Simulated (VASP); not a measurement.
A run of VASP 6.6.1:

The input INCAR:

```
SYSTEM = Pd
ALGO     = Normal         ! electronic algorithm
EDIFF    = 1E-6           ! SCF threshold, eV
ENCUT    = 520            ! plane-wave cutoff, eV
GGA      = PE             ! functional
ISIF     = 2              ! what is computed and relaxed
ISMEAR   = -1             ! smearing method
LASPH    = .TRUE.         ! aspherical terms in the spheres
LCHARG   = .FALSE.        ! write CHGCAR
LREAL    = .FALSE.        ! projectors in reciprocal space
LWAVE    = .FALSE.        ! write WAVECAR
NBANDS   = 11             ! bands
NELM     = 80             ! most SCF steps
PREC     = Accurate       ! precision mode
SIGMA    = 0.05           ! smearing width, eV
```

Contents of KPOINTS:

```
k-points
0
G
  19 19 18
  0 0 0
```

POSCAR

```
Pd
1.0
    2.2502401532      0.0000000000      0.0000000000
   -1.1251200766      1.9487651373      0.0000000000
    0.0000000000      0.0000000000      2.1577526687
Pd
1
Direct
    0.0000000000      0.0000000000      0.0000000000
```

Potentials or basis: VASP PAW PBE potentials, release 64 (Pd).

Launch:

```bash
$ cat potpaw_PBE.64/Pd/POTCAR > POTCAR
$ mpirun -np 1 vasp_std > vasp.out
```

Hardware: 1 thread of AMD EPYC 9R14 (Zen 4), with other jobs on the host.

Q: Estimate the wall time of this run.

A: Wall time 21 s on 1 thread of AMD EPYC 9R14 (Zen 4), on a shared host, peak memory 0.12 GiB. Counts: scf iterations 12, k points 400.
